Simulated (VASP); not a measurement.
# WSe2 in VASP: notebook

WSe2 is run at these levels: PBE+D3(BJ); tasks: single point.

Everything below comes from runs of VASP 6.6.1. Logs are shortened: lines on timing, memory, paths and dates and some standing lists are left out, and cuts for length are marked.

## (1) The cell of the first run

The cell holds a slab with vacuum, 3 atoms: a = 3.417 Å, b = 3.417 Å, c = 32.737 Å, α = 90.00°, β = 90.00°, γ = 120.00°.

## (2) Single point, PBE+D3(BJ)

INCAR

```
SYSTEM = WSe2
ALGO = Normal ; DIPOL = 0.5 0.5 0.500
EDIFF = 1E-6 ; ENCUT = 520
GGA = PE ; IDIPOL = 3
ISIF = 2 ; ISMEAR = 0
IVDW = 12 ; LASPH = .TRUE.
LCHARG = .FALSE. ; LDIPOL = .TRUE.
LREAL = .FALSE. ; LWAVE = .FALSE.
NBANDS = 20 ; NELM = 60
PREC = Accurate ; SIGMA = 0.02
```

KPOINTS

```
k-points
0
G
  9 9 1
  0 0 0
```

POSCAR

```
WSe2
1.0
    3.4170000000      0.0000000000      0.0000000000
   -1.7085000000      2.9592088047      0.0000000000
    0.0000000000      0.0000000000     32.7373831004
Se W
2 1
Direct
    0.3333333333      0.6666666667      0.4494309000
    0.3333333333      0.6666666667      0.5505691000
    0.6666666667      0.3333333333      0.5000000000
```

Potentials or basis: VASP PAW PBE potentials, release 64 (Se, W_sv).

Run with:

```bash
> cat potpaw_PBE.64/Se/POTCAR potpaw_PBE.64/W_sv/POTCAR > POTCAR
> mpirun -np 1 vasp_std > vasp.out
```

OUTCAR:

```text
SYSTEM = WSe2
   EDIFF = 1E-6
   ENCUT = 520
   GGA = PE
   ISIF = 2
   ISMEAR = 0
   IVDW = 12
   LASPH = .TRUE.
   LREAL = .FALSE.
   NELM = 60
   PREC = Accurate
 IVDW          = 12

 ion  position               nearest neighbor table
   1  0.333  0.667  0.449-   3 2.58   3 2.58   3 2.58
   2  0.333  0.667  0.551-   3 2.58   3 2.58   3 2.58
   3  0.667  0.333  0.500-   1 2.58   2 2.58   1 2.58   2 2.58   1 2.58   2 2.58

  LATTYP: Found a hexagonal cell.
 ALAT       =     3.4170000000
 C/A-ratio  =     9.5807383964

  Lattice vectors:

 A1 = (   3.4170000000,   0.0000000000,   0.0000000000)
 A2 = (  -1.7085000000,   2.9592088047,   0.0000000000)
 A3 = (   0.0000000000,   0.0000000000,  32.7373831004)

Analysis of symmetry for initial positions (statically):
=====================================================================
 Subroutine PRICEL returns:
 Original cell was already a primitive cell.

 Routine SETGRP: Setting up the symmetry group for a
 hexagonal supercell.

 Subroutine GETGRP returns: Found 12 space group operations
 (whereof 12 operations were pure point group operations)
 out of a pool of 24 trial point group operations.

The static configuration has the point symmetry D_3h.

Analysis of symmetry for dynamics (positions and initial velocities):
=====================================================================
 Subroutine PRICEL returns:
 Original cell was already a primitive cell.

 Routine SETGRP: Setting up the symmetry group for a
 hexagonal supercell.

 Subroutine GETGRP returns: Found 12 space group operations
 (whereof 12 operations were pure point group operations)
 out of a pool of 24 trial point group operations.

The dynamic configuration has the point symmetry D_3h.

 Subroutine INISYM returns: Found 12 space group operations
 (whereof 12 operations are pure point group operations),
 and found     1 'primitive' translations

----------------------------------------------------------------------------------------

                                     Primitive cell

  volume of cell :     331.0279

  direct lattice vectors                    reciprocal lattice vectors
     3.417000000  0.000000000  0.000000000     0.292654375  0.168964082  0.000000000
    -1.708500000  2.959208805  0.000000000     0.000000000  0.337928165  0.000000000
     0.000000000  0.000000000 32.737383100     0.000000000  0.000000000  0.030546119

  length of vectors
     3.417000000  3.417000000 32.737383100     0.337928165  0.337928165  0.030546119

  position of ions in fractional coordinates (direct lattice)
     0.333333333  0.666666667  0.449430900
     0.333333333  0.666666667  0.550569100
     0.666666667  0.333333333  0.500000000

  ion indices of the primitive-cell ions
   primitive index   ion index
                 1           1
                 2           2
                 3           3

----------------------------------------------------------------------------------------

 KPOINTS: k-points

Automatic generation of k-mesh.
 Grid dimensions read from file:
 generate k-points for:    9    9    1

 Generating k-lattice:

  Cartesian coordinates                     Fractional coordinates (reciprocal lattice)
     0.032517153  0.018773787  0.000000000     0.111111111  0.000000000  0.000000000
     0.000000000  0.037547574  0.000000000     0.000000000  0.111111111  0.000000000
     0.000000000  0.000000000  0.030546119     0.000000000  0.000000000  1.000000000

  Length of vectors
     0.037547574  0.037547574  0.030546119

  Shift w.r.t. Gamma in fractional coordinates (k-lattice)
     0.000000000  0.000000000  0.000000000

 Subroutine IBZKPT returns following result:
 ===========================================

 Found     12 irreducible k-points:

 Following reciprocal coordinates:
            Coordinates               Weight
  0.000000  0.000000  0.000000      1.000000
  0.111111  0.000000  0.000000      6.000000
  0.222222 -0.000000  0.000000      6.000000
  0.333333  0.000000  0.000000      6.000000
  0.444444 -0.000000  0.000000      6.000000
  0.111111  0.111111  0.000000      6.000000
  0.222222  0.111111  0.000000     12.000000
  0.333333  0.111111  0.000000     12.000000
  0.444444  0.111111  0.000000      6.000000
  0.222222  0.222222  0.000000      6.000000
  0.333333  0.222222  0.000000     12.000000
  0.333333  0.333333  0.000000      2.000000
   k-points           NKPTS =     12   k-points in BZ     NKDIM =     12   number of bands    NBANDS=     20
   number of dos      NEDOS =    301   number of ions     NIONS =      3
   total plane-waves  NPLWV = 196000
   dimension x,y,z NGX =    28 NGY =   28 NGZ =  250
   dimension x,y,z NGXF=    56 NGYF=   56 NGZF=  500
   ions per type =               2   1
   NGX,Y,Z   is equivalent  to a cutoff of  13.62, 13.62, 12.70 a.u.
   NGXF,Y,Z  is equivalent  to a cutoff of  27.25, 27.25, 25.39 a.u.
 SYSTEM =  WSe2
   PREC   = accura    normal or accurate (medium, high low for compatibility)
   ISTART =      0    job   : 0-new  1-cont  2-samecut
   ICHARG =      2    charge: 1-file 2-atom 10-const
   ISPIN  =      1    spin polarized calculation?
   LNONCOLLINEAR =      F non collinear calculations
   LSORBIT =      F    spin-orbit coupling
   LASPH  =      T    aspherical Exc in radial PAW
   ENCUT  =  520.0 eV  38.22 Ry    6.18 a.u.   6.35  6.35 60.87*2*pi/ulx,y,z
   NELM   =     60;   NELMIN=  2; NELMDL= -5     # of ELM steps
   EDIFF  = 0.1E-05   stopping-criterion for ELM
   LREAL  =      F    real-space projection
   EDIFFG = 0.1E-04   stopping-criterion for IOM
   NSW    =      0    number of steps for IOM
   IBRION =     -1    ionic relax: 0-MD 1-quasi-New 2-CG
   NFREE  =      0    steps in history (QN), initial steepest desc. (CG)
   ISIF   =      2    stress and relaxation
   ISYM   =      2    0-nonsym 1-usesym 2-fastsym
   POTIM  = 0.5000    time-step for ionic-motion
   TEBEG  =    0.0;   TEEND  =   0.0 temperature during run
   PSTRESS=    0.0 pullay stress
   NELECT =      26.0000    total number of electrons
   NUPDOWN=      -1.0000    fix difference up-down
   EMIN   =  10.00;   EMAX   =-10.00  energy-range for DOS
   EFERMI =   0.00;   METHOD = LEGACY
   ISMEAR =     0;   SIGMA  =   0.02  broadening in eV -4-tet -1-fermi 0-gaus
   EFERMI_NEDOS =   21; number of points for ismear=-14 and -15
   IALGO  =     38    algorithm
   IMIX   =      4    mixing-type and parameters
     AMIX     =   0.40;   BMIX     =  1.00
     AMIX_MAG =   1.60;   BMIX_MAG =  1.00
  volume/ion in A,a.u.               =     110.34       744.63
  Fermi-wavevector in a.u.,A,eV,Ry     =   0.701096  1.324880  6.687756  0.491536
  Thomas-Fermi vector in A             =   1.785430
   LORBIT       =      0    0 simple, 1 ext, 2 COOP (PROOUT), +10 PAW based schemes
   GGA     = PE    functional components
   LHFCALC =     F    Hartree Fock is set to
   AEXX    =    0.0000 exact exchange contribution
   IVDW    =    12    specifies the selected vdW correction
   LEPSILON=     F    determine dielectric tensor
   LRPA    =     F    only Hartree local field effects (RPA)
 non-spin polarized calculation
 Gauss-broadening in eV      SIGMA  =   0.02
  energy-cutoff  :      520.00
  volume of cell :      331.03
 maximum number of plane-waves:      8963
 NGX is ok and might be reduce to    28
   NGX = 13   NGY = 13   NGZ =121

 number of electron      26.0000001 magnetization

 dipolmoment           0.000000      0.000000      0.000000 electrons x Angstroem

 Free energy of the ion-electron system (eV)
  ---------------------------------------------------
  ext. energy  EPLUGINS =         0.00000000
  ---------------------------------------------------
  free energy    TOTEN  =       -21.55707099 eV

  energy without entropy =      -21.55707099  energy(sigma->0) =      -21.55707099

 E-fermi :  -3.0169     XC(G=0):  -2.3910

 val. band max:       -3.1636839548   @ k =   0.3333   0.3333   0.0000
 cond. band min:      -1.9143396963   @ k =   0.3333   0.3333   0.0000
 fundamental gap:      1.2493442585
 Fermi energy:        -3.0169343086

 k-point     1 :       0.0000    0.0000    0.0000
  band No.  band energies     occupation
      1     -77.3283      2.00000
      2     -41.4854      2.00000
      3     -41.4594      2.00000
      4     -41.4594      2.00000
      5     -17.5443      2.00000
      6     -16.3127      2.00000
[... 12 lines left out ...]
     19       1.6987      0.00000
     20       1.9444      0.00000

 k-point     2 :       0.1111    0.0000    0.0000
  band No.  band energies     occupation
      1     -77.3277      2.00000
      2     -41.4821      2.00000
      3     -41.4773      2.00000
      4     -41.4636      2.00000
      5     -17.3879      2.00000
      6     -16.2385      2.00000
[... 12 lines left out ...]
     19       1.9240      0.00000
     20       2.2503      0.00000

 k-point     3 :       0.2222   -0.0000    0.0000
  band No.  band energies     occupation
      1     -77.3260      2.00000
      2     -41.5222      2.00000
      3     -41.4743      2.00000
      4     -41.4736      2.00000
      5     -16.9608      2.00000
      6     -16.0376      2.00000
[... 12 lines left out ...]
     19       2.5417      0.00000
     20       2.9169      0.00000

 k-point     4 :       0.3333    0.0000    0.0000
  band No.  band energies     occupation
      1     -77.3240      2.00000
      2     -41.5728      2.00000
      3     -41.4865      2.00000
      4     -41.4640      2.00000
      5     -16.4009      2.00000
      6     -15.7813      2.00000
[... 12 lines left out ...]
     19       3.2182      0.00000
     20       3.4328      0.00000

 k-point     5 :       0.4444   -0.0000    0.0000
  band No.  band energies     occupation
      1     -77.3228      2.00000
      2     -41.6056      2.00000
      3     -41.4944      2.00000
      4     -41.4578      2.00000
      5     -15.9707      2.00000
      6     -15.5931      2.00000
[... 12 lines left out ...]
     19       3.7144      0.00000
     20       3.8836      0.00000

 k-point     6 :       0.1111    0.1111    0.0000
  band No.  band energies     occupation
      1     -77.3265      2.00000
      2     -41.5071      2.00000
      3     -41.4762      2.00000
      4     -41.4727      2.00000
      5     -17.0956      2.00000
      6     -16.1005      2.00000
[... 12 lines left out ...]
     19       2.3451      0.00000
     20       2.7124      0.00000

 k-point     7 :       0.2222    0.1111    0.0000
  band No.  band energies     occupation
      1     -77.3247      2.00000
      2     -41.5512      2.00000
      3     -41.4877      2.00000
      4     -41.4672      2.00000
      5     -16.5968      2.00000
      6     -15.8681      2.00000
[... 12 lines left out ...]
     19       3.1241      0.00000
     20       3.5460      0.00000

 k-point     8 :       0.3333    0.1111    0.0000
  band No.  band energies     occupation
      1     -77.3231      2.00000
      2     -41.5895      2.00000
      3     -41.5012      2.00000
      4     -41.4592      2.00000
      5     -16.0854      2.00000
      6     -15.6371      2.00000
[... 12 lines left out ...]
     19       3.7153      0.00000
     20       4.0677      0.00000

 k-point     9 :       0.4444    0.1111    0.0000
  band No.  band energies     occupation
      1     -77.3224      2.00000
      2     -41.6045      2.00000
      3     -41.5065      2.00000
      4     -41.4561      2.00000
      5     -15.8562      2.00000
      6     -15.5371      2.00000
[... 12 lines left out ...]
     19       4.2701      0.00000
     20       4.6721      0.00000

 k-point    10 :       0.2222    0.2222    0.0000
  band No.  band energies     occupation
      1     -77.3232      2.00000
      2     -41.5759      2.00000
      3     -41.5111      2.00000
      4     -41.4598      2.00000
      5     -16.1335      2.00000
      6     -15.6532      2.00000
[... 12 lines left out ...]
     19       3.7869      0.00000
     20       4.0035      0.00000

 k-point    11 :       0.3333    0.2222    0.0000
  band No.  band energies     occupation
      1     -77.3222      2.00000
      2     -41.5879      2.00000
      3     -41.5305      2.00000
      4     -41.4550      2.00000
      5     -15.7930      2.00000
      6     -15.4968      2.00000
[... 12 lines left out ...]
     19       4.0344      0.00000
     20       4.9457      0.00000

 k-point    12 :       0.3333    0.3333    0.0000
  band No.  band energies     occupation
      1     -77.3219      2.00000
      2     -41.5732      2.00000
      3     -41.5561      2.00000
      4     -41.4533      2.00000
      5     -15.6740      2.00000
      6     -15.4372      2.00000
[... 12 lines left out ...]
     19       2.9957      0.00000
     20       5.4391      0.00000

------------------------ aborting loop because EDIFF is reached ----------------------------------------

 vacuum level on the upper side and lower side of the slab       (xc-potential included)        -0.103        -0.103

 Edisp (eV)   -0.93841

 E8    (eV) :    -0.4461

  FORCE on cell =-STRESS in cart. coord.  units (eV):
  Direction    XX          YY          ZZ          XY          YZ          ZX
  --------------------------------------------------------------------------------------
  -------------------------------------------------------------------------------------
  Total      -3.44486    -3.44486    -0.84597     0.00000     0.00000     0.00000
  in kB     -16.67315   -16.67315    -4.09451     0.00000     0.00000     0.00000
  external pressure =      -12.48 kB  Pullay stress =        0.00 kB

 VOLUME and BASIS-vectors are now :
 -----------------------------------------------------------------------------
  energy-cutoff  :      520.00
  volume of cell :      331.03
      direct lattice vectors                 reciprocal lattice vectors
     3.417000000  0.000000000  0.000000000     0.292654375  0.168964082  0.000000000
    -1.708500000  2.959208805  0.000000000     0.000000000  0.337928165  0.000000000
     0.000000000  0.000000000 32.737383100     0.000000000  0.000000000  0.030546119

 POSITION                                       TOTAL-FORCE (eV/Angst)
 -----------------------------------------------------------------------------------
     -0.00000      1.97281     14.71319         0.000000     -0.000000      0.251933
     -0.00000      1.97281     18.02419         0.000000     -0.000000     -0.251933
      1.70850      0.98640     16.36869        -0.000000      0.000000      0.000000
 -----------------------------------------------------------------------------------
    total drift:                               -0.000000      0.000000      0.000000

  FREE ENERGIE OF THE ION-ELECTRON SYSTEM (eV)
  ---------------------------------------------------
  free  energy   TOTEN  =       -22.4954797290 eV

  energy  without entropy=      -22.4954797290  energy(sigma->0) =      -22.49547973

 vacuum level on the upper side and lower side of the slab         2.016         2.016
```

It took 3.6 min on 1 thread of AMD EPYC 7R13, shared host; peak memory 0.46 GiB.

What came out:

- Free energy: -22.4955 eV
- Largest force: 0.252 eV/Å
- Band gap on the k mesh: 1.25 eV
- Dispersion energy per atom: -0.313 eV

Forces in eV/Å, atoms in the order of the input:
```
Se   0.000  0.000  0.252
Se   0.000  0.000 -0.252
W    0.000  0.000  0.000
```

Caveat: spin-orbit coupling is left out, which moves the levels of the heavy elements.

## (3) Single point, PBE+D3(BJ)

INCAR

```
SYSTEM = WSe2
ALGO = Normal
DIPOL = 0.5 0.5 0.500
EDIFF = 1E-6
ENCUT = 520
GGA = PE
IDIPOL = 3
ISIF = 2
ISMEAR = 0
IVDW = 12
LASPH = .True.
LCHARG = .True.
LDIPOL = .True.
LELF = .True.
LREAL = .False.
LVACPOTAV = .True.
LVHAR = .True.
LWAVE = .False.
NBANDS = 20
NELM = 100
PREC = Accurate
SIGMA = 0.02
```

KPOINTS

```
k-points
0
Gamma
  9 9 1
  0 0 0
```

POSCAR

```
WSe2
1.0
    3.4170000000      0.0000000000      0.0000000000
   -1.7085000000      2.9592088047      0.0000000000
    0.0000000000      0.0000000000     32.7373831004
Se W
2 1
Direct
    0.3333333333      0.6666666667      0.4476439520
    0.3333333333      0.6666666667      0.5523560480
    0.6666666667      0.3333333333      0.5000000000
```

Potentials or basis: VASP PAW PBE potentials, release 64 (Se, W_sv).

Run with:

```bash
> cat potpaw_PBE.64/Se/POTCAR potpaw_PBE.64/W_sv/POTCAR > POTCAR
> mpirun -np 1 vasp_std > vasp.out
```

It took 4.5 min on 1 thread of AMD EPYC 7R13, shared host; peak memory 0.46 GiB.

It converged, with:

- Free energy: -22.4130 eV
- Largest force: 1.133 eV/Å
- Band gap on the k mesh: 1.34 eV
- Dispersion energy per atom: -0.309 eV
- Ionisation potential of the upper face: 5.11 eV

Forces in eV/Å, atoms in the order of the input:
```
Se   0.000  0.000  1.133
Se   0.000  0.000 -1.133
W    0.000  0.000  0.000
```

Levels at points of the mesh, in eV from the valence-band top:
| k point | band 11 | band 12 | band 13 | band 14 | band 15 | band 16 |
| --- | --- | --- | --- | --- | --- | --- |
| (0.00, 0.00, 0.00) | -1.23 | -1.23 | -0.23 | 2.59 | 2.59 | 2.69 |

Caveat: spin-orbit coupling is left out, which moves the levels of the heavy elements.

(Part 1 of 2 ends here.)
